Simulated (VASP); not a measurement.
# Se (P1) in VASP: notebook

The runs below take Se through single point, with PBE.

Everything below comes from runs of VASP 6.6.1. Logs are shortened: lines on timing, memory, paths and dates and some standing lists are left out, and cuts for length are marked.

## (1) The cell of the first run

The typed cell holds 3 atoms: a = 4.355 Å, b = 4.355 Å, c = 4.949 Å, α = 90.00°, β = 90.00°, γ = 120.00°.

## (2) Single point, PBE

Input file INCAR:

```
SYSTEM = Se
PREC = Accurate ; ENCUT = 520
EDIFF = 1E-6 ; ISMEAR = -1
SIGMA = 0.08 ; LREAL = .False.
LASPH = .True. ; NELM = 100
ALGO = Normal ; ISIF = 2
LWAVE = .False. ; LCHARG = .True.
GGA = PE ; LELF = .True.
LVHAR = .True. ; NBANDS = 16
```

Input file KPOINTS:

```
Automatic mesh
0
Gamma
  5 5 4
  0 0 0
```

Input file POSCAR:

```
Se
1.0
    4.3551700000      0.0000000000      0.0000000000
   -2.1775850000      3.7716878578      0.0000000000
    0.0000000000      0.0000000000      4.9494500000
Se
3
Direct
    0.2230528179      0.0025174406      0.1621048803
    0.0001351257      0.2122087061      0.8340304478
    0.7768120753      0.7852738911      0.5038646718
```

Potentials or basis: VASP PAW PBE potentials, release 64 (Se).

The run is started by

```console
$ cat potpaw_PBE.64/Se/POTCAR > POTCAR
$ mpirun -np 1 vasp_std > vasp.out
```

OUTCAR:

```text
SYSTEM = Se
   PREC = Accurate
   ENCUT = 520
   EDIFF = 1E-6
   ISMEAR = -1
   LREAL = .False.
   LASPH = .True.
   NELM = 100
   ISIF = 2
   GGA = PE

 ion  position               nearest neighbor table
   1  0.223  0.003  0.162-   2 2.30   3 2.39
   2  0.000  0.212  0.834-   3 2.29   1 2.30
   3  0.777  0.785  0.504-   2 2.29   1 2.39

  LATTYP: Found a hexagonal cell.
 ALAT       =     4.3551700000
 C/A-ratio  =     1.1364539157

  Lattice vectors:

 A1 = (   4.3551700000,   0.0000000000,   0.0000000000)
 A2 = (  -2.1775850000,   3.7716878578,   0.0000000000)
 A3 = (   0.0000000000,   0.0000000000,   4.9494500000)

Analysis of symmetry for initial positions (statically):
=====================================================================
 Subroutine PRICEL returns:
 Original cell was already a primitive cell.

 Routine SETGRP: Setting up the symmetry group for a
 hexagonal supercell.

 Subroutine GETGRP returns: Found  1 space group operations
 (whereof  1 operations were pure point group operations)
 out of a pool of 24 trial point group operations.

The static configuration has the point symmetry C_1 .

Analysis of symmetry for dynamics (positions and initial velocities):
=====================================================================
 Subroutine PRICEL returns:
 Original cell was already a primitive cell.

 Routine SETGRP: Setting up the symmetry group for a
 hexagonal supercell.

 Subroutine GETGRP returns: Found  1 space group operations
 (whereof  1 operations were pure point group operations)
 out of a pool of 24 trial point group operations.

The dynamic configuration has the point symmetry C_1 .

 Subroutine INISYM returns: Found  1 space group operations
 (whereof  1 operations are pure point group operations),
 and found     1 'primitive' translations

----------------------------------------------------------------------------------------

                                     Primitive cell

  volume of cell :      81.3014

  direct lattice vectors                    reciprocal lattice vectors
     4.355170000  0.000000000  0.000000000     0.229612162  0.132566644  0.000000000
    -2.177585000  3.771687858  0.000000000     0.000000000  0.265133287  0.000000000
     0.000000000  0.000000000  4.949450000     0.000000000  0.000000000  0.202042651

  length of vectors
     4.355170000  4.355170000  4.949450000     0.265133287  0.265133287  0.202042651

  position of ions in fractional coordinates (direct lattice)
     0.223052818  0.002517441  0.162104880
     0.000135126  0.212208706  0.834030448
     0.776812075  0.785273891  0.503864672

  ion indices of the primitive-cell ions
   primitive index   ion index
                 1           1
                 2           2
                 3           3

----------------------------------------------------------------------------------------

 KPOINTS: Automatic mesh

Automatic generation of k-mesh.
 Grid dimensions read from file:
 generate k-points for:    5    5    4

 Generating k-lattice:

  Cartesian coordinates                     Fractional coordinates (reciprocal lattice)
     0.045922432  0.026513329  0.000000000     0.200000000 -0.000000000  0.000000000
     0.000000000  0.053026657  0.000000000     0.000000000  0.200000000  0.000000000
     0.000000000  0.000000000  0.050510663     0.000000000  0.000000000  0.250000000

  Length of vectors
     0.053026657  0.053026657  0.050510663

  Shift w.r.t. Gamma in fractional coordinates (k-lattice)
     0.000000000  0.000000000  0.000000000

 Subroutine IBZKPT returns following result:
 ===========================================

 Found     51 irreducible k-points:

 Following reciprocal coordinates:
            Coordinates               Weight
  0.000000  0.000000  0.000000      1.000000
  0.200000 -0.000000  0.000000      2.000000
  0.000000  0.200000  0.000000      2.000000
 -0.200000  0.200000  0.000000      2.000000
  0.400000  0.000000  0.000000      2.000000
  0.000000  0.400000  0.000000      2.000000
[... 16 lines left out ...]
 -0.400000  0.400000  0.250000      2.000000
 -0.400000 -0.000000  0.250000      2.000000
 [... further k-points ...]
   k-points           NKPTS =     51   k-points in BZ     NKDIM =     51   number of bands    NBANDS=     16
   number of dos      NEDOS =    301   number of ions     NIONS =      3
   total plane-waves  NPLWV =  40960
   dimension x,y,z NGX =    32 NGY =   32 NGZ =   40
   dimension x,y,z NGXF=    64 NGYF=   64 NGZF=   80
   ions per type =               3
   NGX,Y,Z   is equivalent  to a cutoff of  12.22, 12.22, 13.44 a.u.
   NGXF,Y,Z  is equivalent  to a cutoff of  24.43, 24.43, 26.87 a.u.
 SYSTEM =  Se
   PREC   = accura    normal or accurate (medium, high low for compatibility)
   ISTART =      0    job   : 0-new  1-cont  2-samecut
   ICHARG =      2    charge: 1-file 2-atom 10-const
   ISPIN  =      1    spin polarized calculation?
   LNONCOLLINEAR =      F non collinear calculations
   LSORBIT =      F    spin-orbit coupling
   LASPH  =      T    aspherical Exc in radial PAW
   ENCUT  =  520.0 eV  38.22 Ry    6.18 a.u.   8.10  8.10  9.20*2*pi/ulx,y,z
   NELM   =    100;   NELMIN=  2; NELMDL= -5     # of ELM steps
   EDIFF  = 0.1E-05   stopping-criterion for ELM
   LREAL  =      F    real-space projection
   EDIFFG = 0.1E-04   stopping-criterion for IOM
   NSW    =      0    number of steps for IOM
   IBRION =     -1    ionic relax: 0-MD 1-quasi-New 2-CG
   NFREE  =      0    steps in history (QN), initial steepest desc. (CG)
   ISIF   =      2    stress and relaxation
   ISYM   =      2    0-nonsym 1-usesym 2-fastsym
   POTIM  = 0.5000    time-step for ionic-motion
   TEBEG  =    0.0;   TEEND  =   0.0 temperature during run
   PSTRESS=    0.0 pullay stress
   NELECT =      18.0000    total number of electrons
   NUPDOWN=      -1.0000    fix difference up-down
   EMIN   =  10.00;   EMAX   =-10.00  energy-range for DOS
   EFERMI =   0.00;   METHOD = LEGACY
   ISMEAR =    -1;   SIGMA  =   0.08  broadening in eV -4-tet -1-fermi 0-gaus
   EFERMI_NEDOS =   21; number of points for ismear=-14 and -15
   IALGO  =     38    algorithm
   IMIX   =      4    mixing-type and parameters
     AMIX     =   0.40;   BMIX     =  1.00
     AMIX_MAG =   1.60;   BMIX_MAG =  1.00
  volume/ion in A,a.u.               =      27.10       182.88
  Fermi-wavevector in a.u.,A,eV,Ry     =   0.990375  1.871538 13.345178  0.980843
  Thomas-Fermi vector in A             =   2.122041
   LORBIT       =      0    0 simple, 1 ext, 2 COOP (PROOUT), +10 PAW based schemes
   GGA     = PE    functional components
   LHFCALC =     F    Hartree Fock is set to
   AEXX    =    0.0000 exact exchange contribution
   IVDW    =     0    specifies the selected vdW correction
   LEPSILON=     F    determine dielectric tensor
   LRPA    =     F    only Hartree local field effects (RPA)
 non-spin polarized calculation
  energy-cutoff  :      520.00
  volume of cell :       81.30
 maximum number of plane-waves:      2202
   NGX = 17   NGY = 17   NGZ = 19

 number of electron      18.0000000 magnetization

 Free energy of the ion-electron system (eV)
  ---------------------------------------------------
  ext. energy  EPLUGINS =         0.00000000
  ---------------------------------------------------
  free energy    TOTEN  =       -10.35603429 eV

  energy without entropy =      -10.35592432  energy(sigma->0) =      -10.35597931

 E-fermi :   3.3402     XC(G=0):  -8.8341

 val. band max:        2.7925284053   @ k =   0.4000   0.2000   0.5000
 cond. band min:       3.8567083002   @ k =   0.0000   0.0000   0.5000
 fundamental gap:      1.0641798950
 Fermi energy:         3.3401644737

 k-point     1 :       0.0000    0.0000    0.0000
  band No.  band energies     occupation
      1     -13.3913      2.00000
      2      -9.2175      2.00000
      3      -8.9231      2.00000
      4      -1.2812      2.00000
      5      -1.2008      2.00000
      6      -1.0110      2.00000
[... 8 lines left out ...]
     15       9.2576      0.00000
     16      11.1084      0.00000

 k-point     2 :       0.2000   -0.0000    0.0000
  band No.  band energies     occupation
      1     -13.2550      2.00000
      2      -9.3399      2.00000
      3      -8.9006      2.00000
      4      -2.0673      2.00000
      5      -1.6149      2.00000
      6      -0.8312      2.00000
[... 8 lines left out ...]
     15      10.3019      0.00000
     16      11.0770      0.00000

 k-point     3 :       0.0000    0.2000    0.0000
  band No.  band energies     occupation
      1     -13.2581      2.00000
      2      -9.2421      2.00000
      3      -9.0010      2.00000
      4      -2.0577      2.00000
      5      -1.6205      2.00000
      6      -0.8556      2.00000
[... 8 lines left out ...]
     15      10.2933      0.00000
     16      11.2749      0.00000

 k-point     4 :      -0.2000    0.2000    0.0000
  band No.  band energies     occupation
      1     -13.2564      2.00000
      2      -9.2595      2.00000
      3      -8.9861      2.00000
      4      -2.0937      2.00000
      5      -1.5976      2.00000
      6      -0.8300      2.00000
[... 8 lines left out ...]
     15      10.2941      0.00000
     16      11.2241      0.00000
[... 324 lines left out ...]
 k-point    22 :       0.0000    0.4000    0.2500
  band No.  band energies     occupation
      1     -12.7295      2.00000
      2     -10.6403      2.00000
      3      -8.0372      2.00000
      4      -2.6527      2.00000
      5      -2.2452      2.00000
      6      -0.9104      2.00000
[... 8 lines left out ...]
     15      10.8687      0.00000
     16      11.7786      0.00000

 k-point    23 :      -0.4000    0.4000    0.2500
  band No.  band energies     occupation
      1     -12.7255      2.00000
      2     -10.6436      2.00000
      3      -8.0276      2.00000
      4      -2.7637      2.00000
      5      -2.3339      2.00000
      6      -0.9566      2.00000
[... 8 lines left out ...]
     15      11.4596      0.00000
     16      12.1822      0.00000

 k-point    24 :      -0.4000   -0.0000    0.2500
  band No.  band energies     occupation
      1     -12.7309      2.00000
      2     -10.6192      2.00000
      3      -8.0732      2.00000
      4      -2.6220      2.00000
      5      -2.3178      2.00000
      6      -0.8197      2.00000
[... 8 lines left out ...]
     15      10.8470      0.00000
     16      11.6845      0.00000

 [... further k-points ...]

------------------------ aborting loop because EDIFF is reached ----------------------------------------

  FORCE on cell =-STRESS in cart. coord.  units (eV):
  Direction    XX          YY          ZZ          XY          YZ          ZX
  --------------------------------------------------------------------------------------
  -------------------------------------------------------------------------------------
  Total        2.1347438      2.6125624      3.8736323     -0.3322682      0.5027391      0.7691995
  in kB       42.0686479     51.4848505     76.3363131     -6.5478932      9.9073026     15.1583439
  external PRESSURE =      56.6299371 kB  Pullay stress =       0.0000000 kB

 VOLUME and BASIS-vectors are now :
 -----------------------------------------------------------------------------
  energy-cutoff  :      520.00
  volume of cell :       81.30
      direct lattice vectors                 reciprocal lattice vectors
     4.355170000  0.000000000  0.000000000     0.229612162  0.132566644  0.000000000
    -2.177585000  3.771687858  0.000000000     0.000000000  0.265133287  0.000000000
     0.000000000  0.000000000  4.949450000     0.000000000  0.000000000  0.202042651

 POSITION                                       TOTAL-FORCE (eV/Angst)
 -----------------------------------------------------------------------------------
      0.96595      0.00950      0.80233         0.985061     -0.220339      0.507932
     -0.46151      0.80039      4.12799        -0.706004      1.291422      0.016870
      1.67315      2.96181      2.49385        -0.279057     -1.071083     -0.524802
 -----------------------------------------------------------------------------------
    total drift:                                0.000051      0.000122      0.000000

  FREE ENERGIE OF THE ION-ELECTRON SYSTEM (eV)
  ---------------------------------------------------
  free  energy   TOTEN  =       -10.3560342945 eV

  energy  without entropy=      -10.3559243212  energy(sigma->0) =      -10.35597931
```

It took 77 s on 1 thread of Intel Xeon 8259CL, shared host; peak memory 0.22 GiB.

What came out:

| Quantity | Value |
| --- | --- |
| Free energy | -10.3560 eV |
| Pressure | 5.7 GPa |
| Largest force | 1.472 eV/Å |
| Band gap on the k mesh | 1.06 eV (least direct gap 1.13 eV) |

Forces in eV/Å, atoms in the order of the input:
```
Se   0.985 -0.220  0.508
Se  -0.706  1.291  0.017
Se  -0.279 -1.071 -0.525
```

Stress tensor (GPa, compression positive):
```
 4.21 -0.65  1.52
-0.65  5.15  0.99
 1.52  0.99  7.63
```

Caveat: the cell stands under pressure; forces of over 1 eV/Å act on the atoms, so gaps and moduli don't describe the material at rest. A k mesh can miss the band edges.

## (3) Single point, PBE

Input file INCAR:

```
  PREC = Accurate
  ENCUT = 520
  EDIFF = 1E-6
  ISMEAR = -1
  SIGMA = 0.08
  LREAL = False
  LASPH = True
  NELM = 100
  ALGO = Normal
  ISIF = 2
  LWAVE = False
  LCHARG = False
  GGA = PE
  NBANDS = 16
```

Input file KPOINTS:

```
Automatic mesh
0
Gamma
  5 5 4
```

Input file POSCAR:

```
Se
1.0
    4.3551700000      0.0000000000      0.0000000000
   -2.1775850000      3.7716878578      0.0000000000
    0.0000000000      0.0000000000      4.9494500000
Se
3
Direct
    0.2334763079      0.0037550827      0.1597904818
    0.0004715160      0.2150246867      0.8347913405
    0.7660521949      0.7812202682      0.5054181778
```

Potentials or basis: VASP PAW PBE potentials, release 64 (Se).

The run is started by

```console
$ cat potpaw_PBE.64/Se/POTCAR > POTCAR
$ mpirun -np 1 vasp_std > vasp.out
```

Wall time 73 s (1 thread of Intel Xeon 8259CL, shared host); peak memory 0.21 GiB.

Results (log left out):

* Free energy: -10.4038 eV
* Pressure: 3.9 GPa
* Largest force: 1.078 eV/Å
* Band gap on the k mesh: 0.77 eV (least direct gap 1.10 eV)

Forces on the atoms (eV/Å):
```
Se   0.396 -0.274  0.625
Se  -0.499  0.956  0.005
Se   0.103 -0.682 -0.631
```

Stress tensor (GPa, compression positive):
```
 2.36 -0.94  2.01
-0.94  3.84  1.29
 2.01  1.29  5.47
```

Levels at points of the mesh, in eV from the valence-band top:
```
           k point  band 7  band 8  band 9  band 10  band 11  band 12
(0.00, 0.00, 0.00)   -2.27   -2.02   -0.49     1.50     1.97     2.37
(0.00, 0.00, 0.50)   -1.70   -1.59   -1.23     0.77     1.37     1.48
```

Caveat: the cell stands under pressure; forces of over 1 eV/Å act on the atoms, so gaps and moduli don't describe the material at rest. A k mesh can miss the band edges.

## (4) Single point, PBE

Input file INCAR:

```
PREC = Accurate ; ENCUT = 520
EDIFF = 1E-6 ; ISMEAR = -1
SIGMA = 0.08 ; LREAL = F
LASPH = T ; NELM = 60
ALGO = Normal ; ISIF = 2
LWAVE = F ; LCHARG = F
GGA = PE ; NBANDS = 16
```

KPOINTS is that of step 3.

Input file POSCAR:

```
Se
1.0
    4.3551700000      0.0000000000      0.0000000000
   -2.1775850000      3.7716878578      0.0000000000
    0.0000000000      0.0000000000      4.9494500000
Se
3
Direct
    0.2434587894      0.0035045318      0.1600957682
    0.0009726111      0.2220955263      0.8354524240
    0.7555688479      0.7743999796      0.5044520098
```

The run is started by

```console
$ cat potpaw_PBE.64/Se/POTCAR > POTCAR
$ mpirun -np 1 vasp_std > vasp.out
```

Run time: 74 s. Hardware: 1 thread of Intel Xeon 8259CL, shared host; peak memory 0.21 GiB.

The run converged. Its results:

| Item | Value |
| --- | --- |
| Free energy | -10.4374 eV |
| Pressure | 1.7 GPa |
| Largest force | 0.619 eV/Å |
| Band gap on the k mesh | 0.55 eV (least direct gap 1.10 eV) |

Forces in eV/Å, atoms in the order of the input:
```
Se  -0.178 -0.209  0.476
Se  -0.207  0.411 -0.035
Se   0.386 -0.202 -0.441
```

Stress tensor (GPa, compression positive):
```
 0.24 -0.94  1.68
-0.94  1.89  1.03
 1.68  1.03  2.89
```

Levels at points of the mesh, in eV from the valence-band top:
| k point | band 6 | band 7 | band 8 | band 9 | band 10 | band 11 | band 12 | band 13 |
| --- | --- | --- | --- | --- | --- | --- | --- | --- |
| (0.00, 0.00, 0.00) | -3.64 | -2.18 | -1.94 | -0.54 | 1.29 | 1.78 | 2.14 | 6.19 |
| (0.00, 0.00, 0.50) | -3.36 | -1.72 | -1.59 | -1.20 | 0.55 | 1.26 | 1.28 | 6.25 |

A k mesh can miss the band edges.

## (5) Overview

```tsv
cell	gap on the mesh (eV)	pressure (GPa)	largest force (eV/Å)
as given, atomic positions A	1.06	5.7	1.47
as given, atomic positions B	0.77	3.9	1.08
as given, atomic positions C	0.55	1.7	0.62
```

Alike in all rows: task single point; level PBE; potentials or basis VASP PAW PBE potentials, release 64 (Se); no spin polarisation; k mesh 5 × 5 × 4; cutoff (eV) 520; smearing fermi-dirac 0.08 eV.

Caveats: the cell stands under pressure (at least some runs); forces of over 1 eV/Å act on the atoms, so gaps and moduli don't describe the material at rest (at least some runs).

Absolute energies hang on the potentials; compare differences alone.
